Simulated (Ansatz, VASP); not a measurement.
# One calculation of CuO, two programs

```
CELL_PARAMETERS angstrom
2.34465 -1.71340 0.00000
2.34465 1.71340 0.00000
-0.86055 0.00000 5.05944
ATOMIC_POSITIONS crystal
Cu 0.00320 0.49680 0.00000
Cu 0.49680 0.00320 0.50000
O 0.57140 0.40560 0.25370
O 0.40560 0.57140 0.75370
```

Alike in both runs: functional r2SCAN; k mesh 10 × 10 × 5; occupations fermi-dirac, width 0.05 eV; no spin polarisation.

|  | VASP | Ansatz |
| --- | --- | --- |
| version | VASP 6.6.1 | Ansatz 0.2.0 |
| potentials or method | VASP PAW PBE potentials, release 64 (Cu, O) | Ansatz PAW |
| plane-wave cutoff (eV) | 520 | 500 |
| valence electrons in the cell | 34 | 50 |
| task | single point | density of states |

VASP gave:

* gap on the k mesh at the Fermi level (eV): none
* pressure (GPa): -0.3
* traceless stress, the component that is largest in VASP (GPa): -1.27
* rms of the force components (eV/Å): 0.435

**Question.** Estimate Ansatz's values.

**Answer.** gap on the k mesh at the Fermi level (eV): none; pressure (GPa): -1.3; traceless stress, the component that is largest in VASP (GPa): -1.15; rms of the force components (eV/Å): 0.424.

VASP's potentials were made for PBE, not for r2SCAN. Atom by atom the forces differ by 0.024 eV/Å (rms over components). A gap of «none» marks a metal or a gap that the smearing closes. VASP's potentials hold 34 valence electrons a cell and Ansatz's 50, so a difference there can come from the potentials and not from the codes.
